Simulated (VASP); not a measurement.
Here is a VASP 6.6.1 calculation.

File INCAR:

```
ALGO     = Normal         # electronic algorithm
EDIFF    = 1E-6           # SCF threshold, eV
ENCUT    = 520            # plane-wave cutoff, eV
GGA      = CA             # functional
ISIF     = 2              # what is computed and relaxed
ISMEAR   = -1             # smearing method
LASPH    = T              # aspherical terms in the spheres
LCHARG   = F              # write CHGCAR
LREAL    = F              # projectors in reciprocal space
LWAVE    = F              # write WAVECAR
NBANDS   = 14             # bands
NELM     = 100            # most SCF steps
PREC     = Accurate       # precision mode
SIGMA    = 0.05           # smearing width, eV
```

KPOINTS

```
k-points
0
Gamma
  12 12 12
```

Contents of POSCAR:

```
AlPt
1.0
    2.8699370784      0.0000000000      0.0000000000
    0.0000000000      2.8699370784      0.0000000000
    0.0000000000      0.0000000000      2.8699370784
Al Pt
1 1
Direct
    0.0000000000      0.0000000000      0.0000000000
    0.5000000000      0.5000000000      0.5000000000
```

Potentials or basis: VASP PAW LDA potentials, release 64 (Al, Pt).

Run with:

```sh
$ cat potpaw_LDA.64/Al/POTCAR potpaw_LDA.64/Pt/POTCAR > POTCAR
$ mpirun -np 1 vasp_std > vasp.out
```

Problem. Predict the pressure.

Solution. 55.8 GPa.
